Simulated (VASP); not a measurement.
# AlN in VASP: further runs, part 2 of 2

VASP 6.6.1. Earlier steps stand in the parts before.

### 5 Single point, PBEsol (engineering shear strain xz -0.0600, engineering shear strain yz -0.0200)

INCAR

```
PREC = Accurate
ENCUT = 520
EDIFF = 1E-6
ISMEAR = 0
SIGMA = 0.05
LREAL = False
LASPH = True
NELM = 60
ALGO = Normal
ISIF = 2
LWAVE = False
LCHARG = True
GGA = PS
LELF = True
LVHAR = True
NBANDS = 11
```

KPOINTS

```
Automatic mesh
0
Gamma
  10 10 10
```

POSCAR

```
AlN
1.0
   -0.0606681610      2.0020493127      2.0020493127
    1.9616038720     -0.0202227203      1.9616038720
    2.0222720330      2.0222720330     -0.0808908813
Al N
1 1
Direct
    0.5000000000      0.5000000000      0.5000000000
    0.0000000000      0.0000000000      0.0000000000
```

Potentials or basis: VASP PAW PBE potentials, release 64 (Al, N).

On the command line:

```bash
$ cat potpaw_PBE.64/Al/POTCAR potpaw_PBE.64/N/POTCAR > POTCAR
$ mpirun -np 1 vasp_std > vasp.out
```

OUTCAR:

```text
PREC = Accurate
   ENCUT = 520
   EDIFF = 1E-6
   ISMEAR = 0
   LREAL = False
   LASPH = True
   NELM = 60
   ISIF = 2
   GGA = PS

 ion  position               nearest neighbor table
   1  0.500  0.500  0.500-   2 2.02   2 2.02   2 2.02   2 2.02   2 2.02   2 2.02
   2  0.000  0.000  0.000-   1 2.02   1 2.02   1 2.02   1 2.02   1 2.02   1 2.02

  LATTYP: Found a triclinic cell.
 ALAT       =     4.8220057848
 B/A-ratio  =     0.5753208586
 C/A-ratio  =     0.6109058799
 COS(alpha) =     0.0000500425
 COS(beta)  =     0.2996516517
 COS(gamma) =     0.8569740320

  Lattice vectors:

 A1 = (  -1.9009357110,  -1.9818265924,  -3.9636531847)
 A2 = (  -1.9616038720,   0.0202227203,  -1.9616038720)
 A3 = (   2.0829401940,   0.0202227203,  -2.0829401940)

Analysis of symmetry for initial positions (statically):
=====================================================================
 Subroutine PRICEL returns:
 Original cell was already a primitive cell.

 Routine SETGRP: Setting up the symmetry group for a
 triclinic supercell.

 Subroutine GETGRP returns: Found  2 space group operations
[... 167 lines left out ...]

 val. band max:       10.3489269791   @ k =   0.0000   0.0000   0.0000
 cond. band min:      13.7208839368   @ k =   0.5000   0.0000   0.5000
 fundamental gap:      3.3719569577
 Fermi energy:        10.6805213416

 k-point     1 :       0.0000    0.0000    0.0000
  band No.  band energies     occupation
      1      -7.6549      2.00000
      2       9.4611      2.00000
      3       9.8868      2.00000
      4      10.3489      2.00000
      5      15.4101      0.00000
      6      21.0112      0.00000
      7      22.0093      0.00000
      8      22.9597      0.00000
      9      26.7554      0.00000
     10      27.6040      0.00000
     11      27.6635      0.00000
[... 309 lines left out ...]
 k-point    24 :      -0.3000    0.2000   -0.0000
  band No.  band energies     occupation
      1      -4.7048      2.00000
      2       3.3521      2.00000
      3       6.3756      2.00000
      4       8.7858      2.00000
      5      18.0329      0.00000
      6      19.9447      0.00000
      7      20.7629      0.00000
      8      22.5147      0.00000
      9      26.6354      0.00000
     10      29.2299      0.00000
     11      30.8810      0.00000

 [... further k-points ...]
[... 5 lines left out ...]
  --------------------------------------------------------------------------------------
  -------------------------------------------------------------------------------------
  Total        0.0980078     -0.0445995      0.1157923     -0.0543636      0.6409404      1.9378307
  in kB        9.5029224     -4.3244049     11.2273183     -5.2711428     62.1461168    187.8936903
  external PRESSURE =       5.4686119 kB  Pullay stress =       0.0000000 kB

 VOLUME and BASIS-vectors are now :
 -----------------------------------------------------------------------------
  energy-cutoff  :      520.00
  volume of cell :       16.52
      direct lattice vectors                 reciprocal lattice vectors
    -0.060668161  2.002049313  2.002049313    -0.239970329  0.249672100  0.242544268
     1.961603872 -0.020222720  1.961603872     0.254819978 -0.244722217  0.252444034
     2.022272033  2.022272033 -0.080890881     0.240118826  0.244870713 -0.237594385

 POSITION                                       TOTAL-FORCE (eV/Angst)
 -----------------------------------------------------------------------------------
      1.96160      2.00205      1.94138         0.000000      0.000000     -0.000000
      0.00000      0.00000      0.00000        -0.000000     -0.000000      0.000000
 -----------------------------------------------------------------------------------
    total drift:                                0.000000     -0.000000     -0.000000

  FREE ENERGIE OF THE ION-ELECTRON SYSTEM (eV)
  ---------------------------------------------------
  free  energy   TOTEN  =       -15.3843089257 eV

  energy  without entropy=      -15.3843089257  energy(sigma->0) =      -15.38430893
```

stdout:

```text
POSCAR found type information on POSCAR AlN
 POSCAR found :  2 types and       2 ions
 scaLAPACK will be used
 -----------------------------------------------------------------------------
|                                                                             |
|                                                                             |
|     You enforced a specific xc type in the INCAR file but a different       |
|     I HOPE YOU KNOW WHAT YOU ARE DOING!                                     |
|                                                                             |
 -----------------------------------------------------------------------------

 LDA part: xc-table for (Slater+PW92), standard interpolation
 POSCAR, INCAR and KPOINTS ok, starting setup
 FFT: planning ... GRIDC
 FFT: planning ... GRID_SOFT
 FFT: planning ... GRID
 WAVECAR not read
 entering main loop
```

It took 2.3 min on 1 thread of Intel Xeon 8259CL, shared host; peak memory 0.18 GiB.

What came out:

| Property | Result |
| --- | --- |
| Free energy | -15.3843 eV |
| Pressure | 0.5 GPa |
| Band gap on the k mesh | 3.37 eV, indirect (least direct gap 5.06 eV) |

Stress tensor (GPa, compression positive):
```
 0.95 -0.53 18.79
-0.53 -0.43  6.21
18.79  6.21  1.12
```

Caveat: the cell differs from its parent crystal (engineering shear strain xz -0.0600, engineering shear strain yz -0.0200); the PAW data sets were made with another functional, which shifts forces and pressure a little. A k mesh can miss the band edges.

### 6 Summary

```csv
cell,gap on the mesh (eV),pressure (GPa)
"a = 2.803, b = 2.803, c = 2.861 Å, angles 62.0, 62.0, 61.3°, 2 atoms",3.74,0.4
"a = 2.831, b = 2.831, c = 2.860 Å, angles 61.0, 61.0, 60.7°, 2 atoms",4.20,0.1
"a = 2.832, b = 2.803, c = 2.861 Å, angles 61.3, 61.7, 61.0°, 2 atoms",3.81,0.3
"a = 2.832, b = 2.774, c = 2.861 Å, angles 61.7, 62.3, 61.3°, 2 atoms",3.37,0.5
```

Alike in all rows: task single point; level PBEsol; potentials or basis VASP PAW PBE potentials, release 64 (Al, N); no spin polarisation; k mesh 10 × 10 × 10; cutoff (eV) 520; smearing gaussian 0.05 eV.

Caveats: the PAW data sets were made with another functional, which shifts forces and pressure a little.

Absolute energies hang on the potentials; compare differences alone.
